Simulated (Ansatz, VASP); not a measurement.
**Two plane-wave programs on TaN**

```
Ta N
1.0
     2.92387    0.00000    0.00000
    -1.46193    2.53215    0.00000
     0.00000    0.00000    2.87049
Ta N
1 1
Direct
  0.00000 0.00000 0.50000
  0.66667 0.33333 0.00000
```

Alike in both runs: task relaxation of cell and atoms; functional PBEsol; k mesh 18 × 18 × 14; occupations fermi-dirac, width 0.15 eV; no spin polarisation.

```csv
,VASP,Ansatz
version,VASP 6.6.1,Ansatz 0.2.0
potentials or method,"VASP PAW PBE potentials, release 64 (Ta_pv, N), cutoff 600 eV","scalar-relativistic, plane waves, PAW"
valence electrons in the cell,16,18
```

```csv
,VASP,Ansatz,Ansatz less VASP
"gap on the k mesh at the Fermi level, each at its own relaxed structure (eV)",none,none,-
relaxed volume (Å³/atom),10.65,10.63,-0.023
relaxed cell length with the largest relative difference (Å),2.872,2.870,-0.0024
```

VASP's potentials were made for PBE, not for PBEsol, and Ansatz warns of the same on its side. A gap of «none» marks a metal or a gap that the smearing closes. VASP's potentials hold 16 valence electrons a cell and Ansatz's 18, so a difference there can come from the potentials and not from the codes.

Spin-orbit coupling is off throughout.
